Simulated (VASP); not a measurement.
# B in VASP: a series of runs

B is run at these levels: PBE; tasks: single point, relaxation of cell and atoms.

Program: VASP 6.6.1. These are calculated values, not measurements. Logs are shortened: lines on timing, memory, paths and dates and some standing lists are left out, and cuts for length are marked.

## (1) The cell of the first run

The typed cell holds 8 atoms: a = 3.655 Å, b = 3.655 Å, c = 4.654 Å, α = 90.00°, β = 90.00°, γ = 90.00°.

## (2) Single point, PBE

Contents of INCAR:

```
SYSTEM = B
PREC = Accurate
ENCUT = 520
EDIFF = 1E-7
ISMEAR = 0
SIGMA = 0.1
LREAL = .FALSE.
LASPH = .TRUE.
NELM = 100
ALGO = Normal
ISIF = 2
LWAVE = .FALSE.
LCHARG = .TRUE.
GGA = PE
LELF = .TRUE.
LVHAR = .TRUE.
NBANDS = 22
```

Contents of KPOINTS:

```
regular mesh
0
G
  4 4 4
  0 0 0
```

Contents of POSCAR:

```
B
1.0
    3.6554377453      0.0000000000      0.0000000000
    0.0000000000      3.6554377453      0.0000000000
    0.0000000000      0.0000000000      4.6536824573
B
8
Direct
    0.2500115762      0.4999323861      0.8749832379
    0.0000676139      0.2499884238      0.6250167621
    0.9999323861      0.7500115762      0.6250167621
    0.4999323861      0.7499884238      0.1250167621
    0.7499884238      0.5000676139      0.8749832379
    0.7500115762      0.0000676139      0.3749832379
    0.2499884238      0.9999323861      0.3749832379
    0.5000676139      0.2500115762      0.1250167621
```

Potentials or basis: VASP PAW PBE potentials, release 64 (B).

Command:

```
cat potpaw_PBE.64/B/POTCAR > POTCAR
mpirun -np 1 vasp_std > vasp.out
```

OUTCAR:

```text
SYSTEM = B
   PREC = Accurate
   ENCUT = 520
   EDIFF = 1E-7
   ISMEAR = 0
   LREAL = .FALSE.
   LASPH = .TRUE.
   NELM = 100
   ISIF = 2
   GGA = PE

 ion  position               nearest neighbor table
   1  0.250  0.500  0.875-   2 1.74   4 1.74   8 1.74   3 1.74   5 1.83   5 1.83
   2  0.000  0.250  0.625-   1 1.74   6 1.74   7 1.74   5 1.74   3 1.83   3 1.83
   3  1.000  0.750  0.625-   5 1.74   6 1.74   7 1.74   1 1.74   2 1.83   2 1.83
   4  0.500  0.750  0.125-   7 1.74   5 1.74   1 1.74   6 1.74   8 1.83   8 1.83
   5  0.750  0.500  0.875-   3 1.74   4 1.74   8 1.74   2 1.74   1 1.83   1 1.83
   6  0.750  0.000  0.375-   8 1.74   3 1.74   2 1.74   4 1.74   7 1.83   7 1.83
   7  0.250  1.000  0.375-   4 1.74   3 1.74   2 1.74   8 1.74   6 1.83   6 1.83
   8  0.500  0.250  0.125-   6 1.74   5 1.74   1 1.74   7 1.74   4 1.83   4 1.83

  LATTYP: Found a simple tetragonal cell.
 ALAT       =     3.6554377453
 C/A-ratio  =     1.2730848619

  Lattice vectors:

 A1 = (   3.6554377453,   0.0000000000,   0.0000000000)
 A2 = (   0.0000000000,   3.6554377453,   0.0000000000)
 A3 = (   0.0000000000,   0.0000000000,   4.6536824573)

Analysis of symmetry for initial positions (statically):
=====================================================================
 Subroutine PRICEL returns:
 Original cell was already a primitive cell.

 Routine SETGRP: Setting up the symmetry group for a
 simple tetragonal supercell.

 Subroutine GETGRP returns: Found  8 space group operations
 (whereof  4 operations were pure point group operations)
 out of a pool of 16 trial point group operations.

The static configuration has the point symmetry S_4 .
 The point group associated with its full space group is D_2d.

Analysis of symmetry for dynamics (positions and initial velocities):
=====================================================================
 Subroutine PRICEL returns:
 Original cell was already a primitive cell.

 Routine SETGRP: Setting up the symmetry group for a
 simple tetragonal supercell.

 Subroutine GETGRP returns: Found  8 space group operations
 (whereof  4 operations were pure point group operations)
 out of a pool of 16 trial point group operations.

The dynamic configuration has the point symmetry S_4 .
 The point group associated with its full space group is D_2d.

 Subroutine INISYM returns: Found  8 space group operations
 (whereof  4 operations are pure point group operations),
 and found     1 'primitive' translations

----------------------------------------------------------------------------------------

                                     Primitive cell

  volume of cell :      62.1836

  direct lattice vectors                    reciprocal lattice vectors
     3.655437745  0.000000000  0.000000000     0.273565047  0.000000000  0.000000000
     0.000000000  3.655437745  0.000000000     0.000000000  0.273565047  0.000000000
     0.000000000  0.000000000  4.653682457     0.000000000  0.000000000  0.214883591

  length of vectors
     3.655437745  3.655437745  4.653682457     0.273565047  0.273565047  0.214883591

  position of ions in fractional coordinates (direct lattice)
     0.250011576  0.499932386  0.874983238
     0.000067614  0.249988424  0.625016762
     0.999932386  0.750011576  0.625016762
     0.499932386  0.749988424  0.125016762
     0.749988424  0.500067614  0.874983238
     0.750011576  0.000067614  0.374983238
     0.249988424  0.999932386  0.374983238
     0.500067614  0.250011576  0.125016762

  ion indices of the primitive-cell ions
   primitive index   ion index
                 1           1
                 2           2
                 3           3
                 4           4
                 5           5
                 6           6
                 7           7
                 8           8

----------------------------------------------------------------------------------------

 KPOINTS: regular mesh

Automatic generation of k-mesh.
 Grid dimensions read from file:
 generate k-points for:    4    4    4

 Generating k-lattice:

  Cartesian coordinates                     Fractional coordinates (reciprocal lattice)
     0.068391262  0.000000000  0.000000000     0.250000000  0.000000000  0.000000000
     0.000000000  0.068391262  0.000000000     0.000000000  0.250000000  0.000000000
     0.000000000  0.000000000  0.053720898     0.000000000  0.000000000  0.250000000

  Length of vectors
     0.068391262  0.068391262  0.053720898

  Shift w.r.t. Gamma in fractional coordinates (k-lattice)
     0.000000000  0.000000000  0.000000000

 Subroutine IBZKPT returns following result:
 ===========================================

 Found     18 irreducible k-points:

 Following reciprocal coordinates:
            Coordinates               Weight
  0.000000  0.000000  0.000000      1.000000
  0.250000  0.000000  0.000000      4.000000
  0.500000  0.000000  0.000000      2.000000
  0.250000  0.250000  0.000000      4.000000
  0.500000  0.250000  0.000000      4.000000
  0.500000  0.500000  0.000000      1.000000
[... 10 lines left out ...]
  0.500000  0.250000  0.500000      4.000000
  0.500000  0.500000  0.500000      1.000000
   k-points           NKPTS =     18   k-points in BZ     NKDIM =     18   number of bands    NBANDS=     22
   number of dos      NEDOS =    301   number of ions     NIONS =      8
   total plane-waves  NPLWV =  28224
   dimension x,y,z NGX =    28 NGY =   28 NGZ =   36
   dimension x,y,z NGXF=    56 NGYF=   56 NGZF=   72
   ions per type =               8
   NGX,Y,Z   is equivalent  to a cutoff of  12.73, 12.73, 12.86 a.u.
   NGXF,Y,Z  is equivalent  to a cutoff of  25.47, 25.47, 25.72 a.u.
 SYSTEM =  B
   PREC   = accura    normal or accurate (medium, high low for compatibility)
   ISTART =      0    job   : 0-new  1-cont  2-samecut
   ICHARG =      2    charge: 1-file 2-atom 10-const
   ISPIN  =      1    spin polarized calculation?
   LNONCOLLINEAR =      F non collinear calculations
   LSORBIT =      F    spin-orbit coupling
   LASPH  =      T    aspherical Exc in radial PAW
   ENCUT  =  520.0 eV  38.22 Ry    6.18 a.u.   6.80  6.80  8.65*2*pi/ulx,y,z
   NELM   =    100;   NELMIN=  2; NELMDL= -5     # of ELM steps
   EDIFF  = 0.1E-06   stopping-criterion for ELM
   LREAL  =      F    real-space projection
   EDIFFG = 0.1E-05   stopping-criterion for IOM
   NSW    =      0    number of steps for IOM
   IBRION =     -1    ionic relax: 0-MD 1-quasi-New 2-CG
   NFREE  =      0    steps in history (QN), initial steepest desc. (CG)
   ISIF   =      2    stress and relaxation
   ISYM   =      2    0-nonsym 1-usesym 2-fastsym
   POTIM  = 0.5000    time-step for ionic-motion
   TEBEG  =    0.0;   TEEND  =   0.0 temperature during run
   PSTRESS=    0.0 pullay stress
   NELECT =      24.0000    total number of electrons
   NUPDOWN=      -1.0000    fix difference up-down
   EMIN   =  10.00;   EMAX   =-10.00  energy-range for DOS
   EFERMI =   0.00;   METHOD = LEGACY
   ISMEAR =     0;   SIGMA  =   0.10  broadening in eV -4-tet -1-fermi 0-gaus
   EFERMI_NEDOS =   21; number of points for ismear=-14 and -15
   IALGO  =     38    algorithm
   IMIX   =      4    mixing-type and parameters
     AMIX     =   0.40;   BMIX     =  1.00
     AMIX_MAG =   1.60;   BMIX_MAG =  1.00
  volume/ion in A,a.u.               =       7.77        52.45
  Fermi-wavevector in a.u.,A,eV,Ry     =   1.191937  2.252435 19.329994  1.420714
  Thomas-Fermi vector in A             =   2.327987
   LORBIT       =      0    0 simple, 1 ext, 2 COOP (PROOUT), +10 PAW based schemes
   GGA     = PE    functional components
   LHFCALC =     F    Hartree Fock is set to
   AEXX    =    0.0000 exact exchange contribution
   IVDW    =     0    specifies the selected vdW correction
   LEPSILON=     F    determine dielectric tensor
   LRPA    =     F    only Hartree local field effects (RPA)
 non-spin polarized calculation
 Gauss-broadening in eV      SIGMA  =   0.10
  energy-cutoff  :      520.00
  volume of cell :       62.18
 maximum number of plane-waves:      1693
 NGX is ok and might be reduce to    28

 number of electron      24.0000001 magnetization

 Free energy of the ion-electron system (eV)
  ---------------------------------------------------
  ext. energy  EPLUGINS =         0.00000000
  ---------------------------------------------------
  free energy    TOTEN  =       -47.87532877 eV

  energy without entropy =      -47.87154788  energy(sigma->0) =      -47.87343832

 E-fermi :   5.1941     XC(G=0): -11.2802

 val. band max:        5.1134183255   @ k =   0.2500   0.0000   0.5000
 cond. band min:       5.3981619770   @ k =   0.5000   0.2500   0.5000
 fundamental gap:      0.2847436515
 Fermi energy:         5.1941285932

 k-point     1 :       0.0000    0.0000    0.0000
  band No.  band energies     occupation
      1     -10.1159      2.00000
      2      -6.3623      2.00000
      3      -6.3621      2.00000
      4      -3.7652      2.00000
      5      -0.5089      2.00000
      6      -0.5089      2.00000
[... 14 lines left out ...]
     21      11.9497      0.00000
     22      15.0004      0.00000

 k-point     2 :       0.2500    0.0000    0.0000
  band No.  band energies     occupation
      1      -9.6490      2.00000
      2      -6.8645      2.00000
      3      -6.0148      2.00000
      4      -4.1445      2.00000
      5      -2.1263      2.00000
      6       0.0310      2.00000
[... 14 lines left out ...]
     21      14.6617      0.00000
     22      15.4717      0.00000
[... 373 lines left out ...]
     21      15.7246      0.00000
     22      15.7247      0.00000

 k-point    18 :       0.5000    0.5000    0.5000
  band No.  band energies     occupation
      1      -6.6177      2.00000
      2      -6.6177      2.00000
      3      -6.6176      2.00000
      4      -6.6175      2.00000
      5      -1.8130      2.00000
      6      -1.8122      2.00000
[... 14 lines left out ...]
     21      16.6080      0.00000
     22      16.6104      0.00000

------------------------ aborting loop because EDIFF is reached ----------------------------------------

  FORCE on cell =-STRESS in cart. coord.  units (eV):
  Direction    XX          YY          ZZ          XY          YZ          ZX
  --------------------------------------------------------------------------------------
  -------------------------------------------------------------------------------------
  Total        0.0370931      0.0370931     -0.0993201      0.0000000     -0.0000000      0.0000000
  in kB        0.9557155      0.9557155     -2.5590103      0.0000000     -0.0000000      0.0000000
  external PRESSURE =      -0.2158598 kB  Pullay stress =       0.0000000 kB

 VOLUME and BASIS-vectors are now :
 -----------------------------------------------------------------------------
  energy-cutoff  :      520.00
  volume of cell :       62.18
      direct lattice vectors                 reciprocal lattice vectors
     3.655437745  0.000000000  0.000000000     0.273565047  0.000000000  0.000000000
     0.000000000  3.655437745  0.000000000     0.000000000  0.273565047  0.000000000
     0.000000000  0.000000000  4.653682457     0.000000000  0.000000000  0.214883591

 POSITION                                       TOTAL-FORCE (eV/Angst)
 -----------------------------------------------------------------------------------
      0.91390      1.82747      4.07189         0.000159      0.002280      0.001121
      0.00025      0.91382      2.90863        -0.002280     -0.000159     -0.001121
      3.65519      2.74162      2.90863         0.002280      0.000159     -0.001121
      1.82747      2.74154      0.58179         0.002280     -0.000159     -0.001121
      2.74154      1.82797      4.07189        -0.000159     -0.002280      0.001121
      2.74162      0.00025      1.74505         0.000159     -0.002280      0.001121
      0.91382      3.65519      1.74505        -0.000159      0.002280      0.001121
      1.82797      0.91390      0.58179        -0.002280      0.000159     -0.001121
 -----------------------------------------------------------------------------------
    total drift:                               -0.000000      0.000000     -0.000000

  FREE ENERGIE OF THE ION-ELECTRON SYSTEM (eV)
  ---------------------------------------------------
  free  energy   TOTEN  =       -47.8753287669 eV

  energy  without entropy=      -47.8715478761  energy(sigma->0) =      -47.87343832
```

Run time: 20 s. Hardware: 1 thread of Intel Xeon Platinum 8488C (Sapphire Rapids), shared host; peak memory 0.16 GiB.

What came out:

```
Free energy            : -47.8753 eV
Pressure               : 0.0 GPa
Band gap on the k mesh : zero (band 12 reaches 5.86 eV, above the bottom of band 13 at 4.08 eV)
```

Forces in eV/Å, atoms in the order of the input:
```
B    0.000  0.002  0.001
B   -0.002  0.000 -0.001
B    0.002  0.000 -0.001
B    0.002  0.000 -0.001
B    0.000 -0.002  0.001
B    0.000 -0.002  0.001
B    0.000  0.002  0.001
B   -0.002  0.000 -0.001
```

Stress tensor (GPa, compression positive):
```
 0.10  0.00  0.00
 0.00  0.10  0.00
 0.00  0.00 -0.26
```

Levels at points of the mesh, in eV from the Fermi level:
| k point | band 10 | band 11 | band 12 | band 13 | band 14 | band 15 |
| --- | --- | --- | --- | --- | --- | --- |
| (0.00, 0.00, 0.00) | -3.21 | -2.74 | 0.28 | 2.59 | 2.59 | 2.90 |
| (0.50, 0.00, 0.00) | -3.61 | -0.76 | -0.76 | 1.99 | 1.99 | 2.78 |
| (0.50, 0.50, 0.00) | -4.62 | -4.62 | -4.62 | 5.99 | 5.99 | 5.99 |
| (0.00, 0.00, 0.50) | -4.23 | -0.80 | -0.80 | 1.81 | 1.81 | 4.52 |
| (0.50, 0.00, 0.50) | -2.52 | -1.17 | -1.17 | -1.12 | -1.12 | 6.22 |
| (0.50, 0.50, 0.50) | -0.85 | -0.85 | -0.85 | 2.79 | 2.79 | 2.79 |

Caveat: the k points lie up to 0.43 Å⁻¹ apart.

## (3) Relaxation of cell and atoms, PBE

This run uses another cell than the first one: it holds 4 atoms, not 8.

Contents of INCAR:

```
ALGO = Normal
EDIFF = 1E-6
EDIFFG = -0.04
ENCUT = 600
GGA = PE
IBRION = 2
ISIF = 3
ISMEAR = 0
LASPH = True
LCHARG = False
LREAL = False
LWAVE = False
NELM = 60
NSW = 90
PREC = Accurate
SIGMA = 0.1
```

Contents of KPOINTS:

```
k-points
0
Gamma
  6 6 6
```

Contents of POSCAR:

```
B
1.0
   -1.8277188727      1.8277188727      2.3268412287
    1.8277188727     -1.8277188727      2.3268412287
    1.8277188727      1.8277188727     -2.3268412287
B
4
Direct
    0.3750000000      0.1250000000      0.7500000000
    0.8750000000      0.6250000000      0.2500000000
    0.3750000000      0.6250000000      0.7500000000
    0.3750000000      0.6250000000      0.2500000000
```

Potentials or basis: VASP PAW PBE potentials, release 64 (B).

Command:

```
cat potpaw_PBE.64/B/POTCAR > POTCAR
mpirun -np 1 vasp_std > vasp.out
```

It took 55 s on 1 thread of Intel Xeon Platinum 8488C (Sapphire Rapids), shared host; peak memory 0.14 GiB.

Results (log left out):

```yaml
Free_energy: -23.9518 eV
Relaxed_volume: 7.76 Å³/atom
Relaxed_cell: a = 3.525 Å, b = 3.525 Å, c = 3.525 Å, α = 119.81°, β = 119.81°, γ = 90.33°
Space_group_after_relaxing_to_0.05_Å: Fd-3m (No. 227)
Energy_gained_by_relaxing: 4.1 meV/atom
Ionic_steps: 13
Pressure_after_relaxing: 0.4 GPa
Band_gap_on_the_k_mesh: zero (band 6 reaches 6.71 eV, above the bottom of band 7 at 3.42 eV)
```

Stress tensor (GPa, compression positive):
```
0.42 0.00 0.00
0.00 0.42 0.00
0.00 0.00 0.24
```

Step by step:
```csv
step,energy change (eV),largest force (eV/Å),pressure (GPa),volume (Å³)
1,0.0000,0.0000,0.32,31.09
2,-0.0028,0.0000,-0.07,31.16
3,-0.0061,0.0000,-1.33,31.37
4,-0.0084,0.0000,-0.08,31.17
5,-0.0089,0.0000,2.51,30.77
6,-0.0097,0.0000,1.33,30.95
7,-0.0104,0.0000,1.56,30.91
8,-0.0130,0.0000,2.11,30.82
9,-0.0120,0.0000,3.30,30.63
10,-0.0139,0.0000,2.71,30.72
11,-0.0154,0.0000,2.07,30.81
12,-0.0160,0.0000,1.48,30.89
13,-0.0164,0.0000,0.36,31.06
```

Final structure:
```
B
1.0
    -1.76761    1.76761    2.48522
     1.76761   -1.76761    2.48522
     1.76761    1.76761   -2.48522
B
4
Direct
  0.37500 0.12500 0.75000
  0.87500 0.62500 0.25000
  0.37500 0.62500 0.75000
  0.37500 0.62500 0.25000
```

Levels at points of the mesh, in eV from the Fermi level:
| k point | band 3 | band 4 | band 5 | band 6 | band 7 | band 8 | band 9 | band 10 |
| --- | --- | --- | --- | --- | --- | --- | --- | --- |
| (0.00, 0.00, 0.00) | -3.60 | -3.60 | -3.57 | 1.05 | 1.20 | 2.46 | 2.46 | 2.53 |
| (0.50, 0.00, 0.00) | -7.17 | -2.40 | -2.33 | -2.33 | -2.25 | 5.77 | 5.78 | 5.92 |
| (0.50, 0.50, 0.00) | -5.48 | -5.48 | -5.17 | -5.17 | 5.57 | 5.57 | 6.41 | 6.41 |
| (0.50, 0.50, 0.50) | -5.54 | -5.54 | -5.17 | -5.17 | 5.55 | 5.55 | 6.35 | 6.35 |

Caveat: the k points lie up to 0.42 Å⁻¹ apart in the final cell.
